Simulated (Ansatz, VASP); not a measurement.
# Two plane-wave programs on NaCl

```
Cl Na
1.0
     3.50219    0.00000    0.00000
     0.00000    3.50219    0.00000
     0.00000    0.00000    3.50219
Cl Na
1 1
Direct
  0.50000 0.50000 0.50000
  0.00000 0.00000 0.00000
```

Alike in both runs: functional PBE0; k mesh 6 × 6 × 6; occupations fermi-dirac, width 0.05 eV; no spin polarisation.

```csv
,VASP,Ansatz
version,VASP 6.6.1,Ansatz 0.2.0
potentials or method,"VASP PAW PBE potentials, release 64 (Cl, Na_pv)",Ansatz PAW
plane-wave cutoff (eV),520,420
valence electrons in the cell,14,16
task,single point,band structure
```

```csv
,VASP,Ansatz,Ansatz less VASP
gap on the k mesh at the Fermi level (eV),6.01,6.01,0.000
least direct gap on the mesh (eV),6.54,6.54,0.000
pressure (GPa),-0.6,-0.5,+0.03
```

VASP's potentials hold 14 valence electrons a cell and Ansatz's 16, so a difference there can come from the potentials and not from the codes.
